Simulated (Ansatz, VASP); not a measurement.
Two plane-wave programs on ZnS

The input INCAR:

```
PREC = Accurate
ENCUT = 520
EDIFF = 1E-7
ISMEAR = -1
SIGMA = 0.02
LREAL = F
LASPH = T
NELM = 80
ALGO = Normal
ISIF = 2
LWAVE = F
LCHARG = F
GGA = PE
NBANDS = 16
```

KPOINTS

```
Automatic mesh
0
Gamma
  8 8 8
```

Contents of POSCAR:

```
ZnS
1.0
    0.0000000000      2.6940858325      2.5863223992
    2.6940858325      0.0000000000      2.5863223992
    2.6940858325      2.6940858325      0.0000000000
Zn S
1 1
Direct
    0.0000000000      0.0000000000      0.0000000000
    0.2500000000      0.2500000000      0.2500000000
```

Input for Ansatz:

```yaml
crystal:
  lattice:
    - [0.0, 2.6940858325, 2.5863223992]
    - [2.6940858325, 0.0, 2.5863223992]
    - [2.6940858325, 2.6940858325, 0.0]
  atoms:
    - { symbol: Zn, position: [0.0, 0.0, 0.0] }
    - { symbol: S, position: [0.25, 0.25, 0.25] }
kpoints:
  mp_grid: { grid: [8, 8, 8] }
  band_path:
    path:
      - [0.0, 0.0, 0.0]
      - [-0.5, -0.5, 0.0]
      - [-0.375, -0.375, 0.25]
      - [-0.375, 0.0, 0.375]
      - [0.0, 0.0, 0.5]
      - [-0.5, -0.25, 0.25]
    npoints: 1
hamiltonian:
  xc: pbe
scf:
  occupations: { method: fermi_dirac, width: 0.02 }
  n_extra_bands: 4
output:
  forces: true
  stress: true
  eigenvalues: true
```

Change from the starting cell: uniaxial_z strain -4.0%.

Alike in both runs: task single point; functional PBE; k mesh 8 × 8 × 8; occupations fermi-dirac, width 0.02 eV; no spin polarisation.

|  | VASP | Ansatz |
| --- | --- | --- |
| version | VASP 6.6.1 | Ansatz 0.2.0 |
| potentials or method | VASP PAW PBE potentials, release 64 (Zn, S) | plane waves, PAW |
| plane-wave cutoff (eV) | 520 | 420 |
| valence electrons in the cell | 18 | 18 |

```tsv
	VASP	Ansatz	Ansatz less VASP
gap on the k mesh at the Fermi level (eV)	2.24	2.23	-0.009
pressure (GPa)	6.0	5.8	-0.19
traceless stress, the component that is largest in VASP (GPa)	0.94	0.95	+0.008
```
